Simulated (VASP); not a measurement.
Write the native input for VASP 6.6.1 that does the following.

- Task: single point
- Functional: PBE
- Potentials or basis: VASP PAW PBE potentials, release 64 (Al, N)
- Cutoff: 520 eV
- k mesh: 8 × 8 × 6
- Occupations: gaussian, width 0.05 eV
- Spin: no spin polarisation
- Dipole correction: no
- Further INCAR settings: ALGO = Normal; EDIFF = 1e-06; NBANDS = 16

The structure of AlN lies in POSCAR:

```
AlN
1.0
    0.0000000000     -1.9844337052     -1.9844337052
    0.0000000000      1.9844337052     -1.9844337052
    3.9688674103      0.0000000000      0.0000000000
Al N
2 2
Direct
    0.5057976238      0.4942023762      0.0000000000
   -0.0057976238      0.0057976238      0.5000000000
    0.4978966712      0.5021033288      0.5000000000
    0.0021033288      0.9978966712      0.0000000000
```

One way to write it, as run:

INCAR

```
SYSTEM = AlN
ALGO = Normal
EDIFF = 1E-6
ENCUT = 520
GGA = PE
ISIF = 2
ISMEAR = 0
LASPH = .TRUE.
LCHARG = .FALSE.
LREAL = .FALSE.
LWAVE = .FALSE.
NBANDS = 16
NELM = 100
PREC = Accurate
SIGMA = 0.05
```

KPOINTS

```
k-points
0
G
  8 8 6
  0 0 0
```

Potentials or basis: VASP PAW PBE potentials, release 64 (Al, N).

Launch:

```bash
$ cat potpaw_PBE.64/Al/POTCAR potpaw_PBE.64/N/POTCAR > POTCAR
$ mpirun -np 1 vasp_std > vasp.out
```

It gave:

* Pressure: 21.9 GPa
* Largest force: 0.296 eV/Å
* Band gap on the k mesh: 5.15 eV

It took 26 s on 1 thread of Intel(R) Xeon(R) Platinum 8259CL CPU @ 2.50GHz (Skylake/Cascade Lake) (shared host), peak memory 0.16 GiB.
